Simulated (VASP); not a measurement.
# Ba2O (Pn-3m) in VASP: notebook, part 2 of 2

VASP 6.6.1.

## Step 3: Relaxation of cell and atoms, PBE

This run uses another cell than the first one, of 37.61 Å³/atom, 0.993 times its volume.

INCAR

```
ALGO = Normal
EDIFF = 1E-7
EDIFFG = -0.01
ENCUT = 600
GGA = PE
IBRION = 2
ISIF = 3
ISMEAR = 0
LASPH = T
LCHARG = F
LREAL = F
LWAVE = F
NELM = 60
NSW = 80
PREC = Accurate
SIGMA = 0.1
```

KPOINTS

```
k-points
0
Gamma
  6 6 6
```

POSCAR

```
Ba2O
1.0
    6.0883151645      0.0000000000      0.0000000000
    0.0000000000      6.0883151645      0.0000000000
    0.0000000000      0.0000000000      6.0883151645
Ba O
4 2
Direct
    0.2500000000      0.2500000000      0.2500000000
    0.2500000000      0.7500000000      0.7500000000
    0.7500000000      0.7500000000      0.2500000000
    0.7500000000      0.2500000000      0.7500000000
    0.0000000000      0.0000000000      0.0000000000
    0.5000000000      0.5000000000      0.5000000000
```

Potentials or basis: VASP PAW PBE potentials, release 64 (Ba_sv, O).

Command:

```sh
$ cat potpaw_PBE.64/Ba_sv/POTCAR potpaw_PBE.64/O/POTCAR > POTCAR
$ mpirun -np 1 vasp_std > vasp.out
```

OUTCAR:

```text
EDIFF = 1E-7
   EDIFFG = -0.01
   ENCUT = 600
   GGA = PE
   IBRION = 2
   ISIF = 3
   ISMEAR = 0
   LASPH = T
   LREAL = F
   NELM = 60
   NSW = 80
   PREC = Accurate

 ion  position               nearest neighbor table
   1  0.250  0.250  0.250-   5 2.64   6 2.64   4 4.31   2 4.31   3 4.31   2 4.31   4 4.31   2 4.31
                             3 4.31   2 4.31   3 4.31   4 4.31   4 4.31   3 4.31
   2  0.250  0.750  0.750-   5 2.64   6 2.64   4 4.31   1 4.31   3 4.31   1 4.31   3 4.31   1 4.31
                             4 4.31   1 4.31   3 4.31   4 4.31   3 4.31   4 4.31
   3  0.750  0.750  0.250-   5 2.64   6 2.64   4 4.31   1 4.31   2 4.31   2 4.31   4 4.31   1 4.31
                             4 4.31   4 4.31   1 4.31   2 4.31   2 4.31   1 4.31
   4  0.750  0.250  0.750-   5 2.64   6 2.64   3 4.31   1 4.31   2 4.31   1 4.31   3 4.31   2 4.31
                             3 4.31   3 4.31   1 4.31   2 4.31   1 4.31   2 4.31
   5  0.000  0.000  0.000-   1 2.64   2 2.64   3 2.64   4 2.64
   6  0.500  0.500  0.500-   1 2.64   2 2.64   3 2.64   4 2.64

  LATTYP: Found a simple cubic cell.
 ALAT       =     6.0883151645

  Lattice vectors:

 A1 = (   6.0883151645,   0.0000000000,   0.0000000000)
 A2 = (   0.0000000000,   6.0883151645,   0.0000000000)
 A3 = (   0.0000000000,   0.0000000000,   6.0883151645)

Analysis of symmetry for initial positions (statically):
=====================================================================
 Subroutine PRICEL returns:
 Original cell was already a primitive cell.

 Routine SETGRP: Setting up the symmetry group for a
 simple cubic supercell.

 Subroutine GETGRP returns: Found 48 space group operations
 (whereof 24 operations were pure point group operations)
 out of a pool of 48 trial point group operations.

The static configuration has the point symmetry T_d .
 The point group associated with its full space group is O_h .

Analysis of symmetry for dynamics (positions and initial velocities):
=====================================================================
 Subroutine PRICEL returns:
 Original cell was already a primitive cell.

 Routine SETGRP: Setting up the symmetry group for a
 simple cubic supercell.

 Subroutine GETGRP returns: Found 48 space group operations
 (whereof 24 operations were pure point group operations)
 out of a pool of 48 trial point group operations.

The dynamic configuration has the point symmetry T_d .
 The point group associated with its full space group is O_h .

 Subroutine INISYM returns: Found 48 space group operations
 (whereof 24 operations are pure point group operations),
 and found     1 'primitive' translations

----------------------------------------------------------------------------------------

                                     Primitive cell

  volume of cell :     225.6791

  direct lattice vectors                    reciprocal lattice vectors
     6.088315164  0.000000000  0.000000000     0.164249053  0.000000000  0.000000000
     0.000000000  6.088315164  0.000000000     0.000000000  0.164249053  0.000000000
     0.000000000  0.000000000  6.088315164     0.000000000  0.000000000  0.164249053

  length of vectors
     6.088315164  6.088315164  6.088315164     0.164249053  0.164249053  0.164249053

  position of ions in fractional coordinates (direct lattice)
     0.250000000  0.250000000  0.250000000
     0.250000000  0.750000000  0.750000000
     0.750000000  0.750000000  0.250000000
     0.750000000  0.250000000  0.750000000
     0.000000000  0.000000000  0.000000000
     0.500000000  0.500000000  0.500000000

  ion indices of the primitive-cell ions
   primitive index   ion index
                 1           1
                 2           2
[... 25 lines left out ...]

 Subroutine IBZKPT returns following result:
 ===========================================

 Found     20 irreducible k-points:

 Following reciprocal coordinates:
            Coordinates               Weight
  0.000000  0.000000  0.000000      1.000000
  0.166667  0.000000  0.000000      6.000000
  0.333333  0.000000  0.000000      6.000000
  0.500000  0.000000  0.000000      3.000000
  0.166667  0.166667  0.000000     12.000000
  0.333333  0.166667  0.000000     24.000000
[... 12 lines left out ...]
  0.500000  0.500000  0.333333      6.000000
  0.500000  0.500000  0.500000      1.000000
   k-points           NKPTS =     20   k-points in BZ     NKDIM =     20   number of bands    NBANDS=     31
   number of dos      NEDOS =    301   number of ions     NIONS =      6
   total plane-waves  NPLWV = 125000
   dimension x,y,z NGX =    50 NGY =   50 NGZ =   50
   dimension x,y,z NGXF=   100 NGYF=  100 NGZF=  100
   ions per type =               4   2
   NGX,Y,Z   is equivalent  to a cutoff of  13.65, 13.65, 13.65 a.u.
   NGXF,Y,Z  is equivalent  to a cutoff of  27.31, 27.31, 27.31 a.u.
 SYSTEM =  unknown system
   PREC   = accura    normal or accurate (medium, high low for compatibility)
   ISTART =      0    job   : 0-new  1-cont  2-samecut
   ICHARG =      2    charge: 1-file 2-atom 10-const
   ISPIN  =      1    spin polarized calculation?
   LNONCOLLINEAR =      F non collinear calculations
   LSORBIT =      F    spin-orbit coupling
   LASPH  =      T    aspherical Exc in radial PAW
   ENCUT  =  600.0 eV  44.10 Ry    6.64 a.u.  12.16 12.16 12.16*2*pi/ulx,y,z
   NELM   =     60;   NELMIN=  2; NELMDL= -5     # of ELM steps
   EDIFF  = 0.1E-06   stopping-criterion for ELM
   LREAL  =      F    real-space projection
   EDIFFG = -.1E-01   stopping-criterion for IOM
   NSW    =     80    number of steps for IOM
   IBRION =      2    ionic relax: 0-MD 1-quasi-New 2-CG
   NFREE  =      1    steps in history (QN), initial steepest desc. (CG)
   ISIF   =      3    stress and relaxation
   ISYM   =      2    0-nonsym 1-usesym 2-fastsym
   POTIM  = 0.5000    time-step for ionic-motion
   TEBEG  =    0.0;   TEEND  =   0.0 temperature during run
   PSTRESS=    0.0 pullay stress
   NELECT =      52.0000    total number of electrons
   NUPDOWN=      -1.0000    fix difference up-down
   EMIN   =  10.00;   EMAX   =-10.00  energy-range for DOS
   EFERMI =   0.00;   METHOD = LEGACY
   ISMEAR =     0;   SIGMA  =   0.10  broadening in eV -4-tet -1-fermi 0-gaus
   EFERMI_NEDOS =   21; number of points for ismear=-14 and -15
   IALGO  =     38    algorithm
   IMIX   =      4    mixing-type and parameters
     AMIX     =   0.40;   BMIX     =  1.00
     AMIX_MAG =   1.60;   BMIX_MAG =  1.00
  volume/ion in A,a.u.               =      37.61       253.83
  Fermi-wavevector in a.u.,A,eV,Ry     =   1.003642  1.896608 13.705111  1.007297
  Thomas-Fermi vector in A             =   2.136207
   LORBIT       =      0    0 simple, 1 ext, 2 COOP (PROOUT), +10 PAW based schemes
   GGA     = PE    functional components
   LHFCALC =     F    Hartree Fock is set to
   AEXX    =    0.0000 exact exchange contribution
   IVDW    =     0    specifies the selected vdW correction
   LEPSILON=     F    determine dielectric tensor
   LRPA    =     F    only Hartree local field effects (RPA)
 conjugate gradient relaxation of ions
 non-spin polarized calculation
 Gauss-broadening in eV      SIGMA  =   0.10
  energy-cutoff  :      600.00
  volume of cell :      225.68
 maximum number of plane-waves:      7572
 NGX is ok and might be reduce to    50
   NGX = 25   NGY = 25   NGZ = 25

--------------------------------------- Ionic step        1  -------------------------------------------

 number of electron      51.9999983 magnetization

 Free energy of the ion-electron system (eV)
  ---------------------------------------------------
  ext. energy  EPLUGINS =         0.00000000
  ---------------------------------------------------
  free energy    TOTEN  =       -26.07923174 eV

  energy without entropy =      -26.04318098  energy(sigma->0) =      -26.06120636

------------------------ aborting loop because EDIFF is reached ----------------------------------------

  FORCE on cell =-STRESS in cart. coord.  units (eV):
  Direction    XX          YY          ZZ          XY          YZ          ZX
  --------------------------------------------------------------------------------------
  -------------------------------------------------------------------------------------
  Total        1.3918891      1.3918891      1.3918891      0.0000000      0.0000000      0.0000000
  in kB        9.8815219      9.8815219      9.8815219      0.0000000      0.0000000      0.0000000
  external PRESSURE =       9.8815219 kB  Pullay stress =       0.0000000 kB
[... 67 lines left out ...]
--------------------------------------- Ionic step        3  -------------------------------------------

 number of electron      51.9999992 magnetization

 Free energy of the ion-electron system (eV)
  ---------------------------------------------------
  ext. energy  EPLUGINS =         0.00000000
  ---------------------------------------------------
  free energy    TOTEN  =       -26.10361947 eV

  energy without entropy =      -26.07087502  energy(sigma->0) =      -26.08724725

 E-fermi :   2.1190     XC(G=0):  -7.9027

 val. band max:        2.0835294062   @ k =   0.3333   0.1667   0.1667
 cond. band min:       2.1410383015   @ k =   0.1667   0.0000   0.0000
 fundamental gap:      0.0575088953
 Fermi energy:         2.1189643454

 k-point     1 :       0.0000    0.0000    0.0000
  band No.  band energies     occupation
      1     -26.1952      2.00000
      2     -26.1030      2.00000
      3     -26.1030      2.00000
      4     -26.1030      2.00000
      5     -15.2226      2.00000
      6     -14.6052      2.00000
[... 702 lines left out ...]
  FREE ENERGIE OF THE ION-ELECTRON SYSTEM (eV)
  ---------------------------------------------------
  free  energy   TOTEN  =       -26.1036194736 eV

  energy  without entropy=      -26.0708750180  energy(sigma->0) =      -26.08724725

 reached required accuracy - stopping structural energy minimisation
```

It took 8.8 min on 1 thread of Intel Xeon Platinum 8259CL at 2.50GHz (Skylake/Cascade Lake), shared host; peak memory 0.45 GiB.

Results:

```
Free energy                            : -26.1036 eV
Relaxed volume                         : 38.97 Å³/atom
Relaxed cell                           : a = 6.161 Å, b = 6.161 Å, c = 6.161 Å, α = 90.00°, β = 90.00°, γ = 90.00°
Space group after relaxing (to 0.05 Å) : Pn-3m (No. 224)
Energy gained by relaxing              : 4.1 meV/atom
Ionic steps                            : 3
Pressure after relaxing                : 0.0 GPa
Band gap on the k mesh                 : zero (band 26 reaches 2.26 eV, above the bottom of band 27 at 1.42 eV)
```

Step by step:
| step | energy change (eV) | largest force (eV/Å) | pressure (GPa) | volume (Å³) |
| --- | --- | --- | --- | --- |
| 1 | 0.0000 | 0.0000 | 0.99 | 225.68 |
| 2 | -0.0243 | 0.0000 | 0.05 | 233.34 |
| 3 | -0.0244 | 0.0000 | 0.00 | 233.81 |

Final structure:
```yaml
crystal:
  lattice:
    - [6.16061, 0.00000, 0.00000]
    - [0.00000, 6.16061, 0.00000]
    - [0.00000, 0.00000, 6.16061]
  atoms:
    - { symbol: Ba, position: [0.25000, 0.25000, 0.25000] }
    - { symbol: Ba, position: [0.25000, 0.75000, 0.75000] }
    - { symbol: Ba, position: [0.75000, 0.75000, 0.25000] }
    - { symbol: Ba, position: [0.75000, 0.25000, 0.75000] }
    - { symbol: O, position: [0.00000, 0.00000, 0.00000] }
    - { symbol: O, position: [0.50000, 0.50000, 0.50000] }
```

Caveat: spin-orbit coupling is left out, which moves the levels of the heavy elements. PBE usually gives volumes a little too large and moduli too small.
